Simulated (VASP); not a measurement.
Here is a VASP 6.6.1 calculation.

INCAR

```
  PREC = Accurate
  ENCUT = 520
  EDIFF = 1E-7
  ISMEAR = 1
  SIGMA = 0.1
  LREAL = False
  LASPH = True
  NELM = 80
  ALGO = Normal
  ISIF = 2
  LWAVE = False
  LCHARG = False
  GGA = CA
  NBANDS = 14
```

KPOINTS

```
regular mesh
0
Gamma
  12 12 12
```

File POSCAR:

```
HfN
1.0
    0.0000000000      2.4548220000      2.4548220000
    2.4548220000      0.0000000000      2.4548220000
    2.4548220000      2.4548220000      0.0000000000
Hf N
1 1
Direct
    0.0000000000      0.0000000000      0.0000000000
    0.7500000000      0.7500000000      0.7500000000
```

Potentials or basis: VASP PAW LDA potentials, release 64 (Hf_pv, N).

Run with:

```console
$ cat potpaw_LDA.64/Hf_pv/POTCAR potpaw_LDA.64/N/POTCAR > POTCAR
$ mpirun -np 1 vasp_std > vasp.out
```

Task: Predict the pressure.

Result: -9.9 GPa.
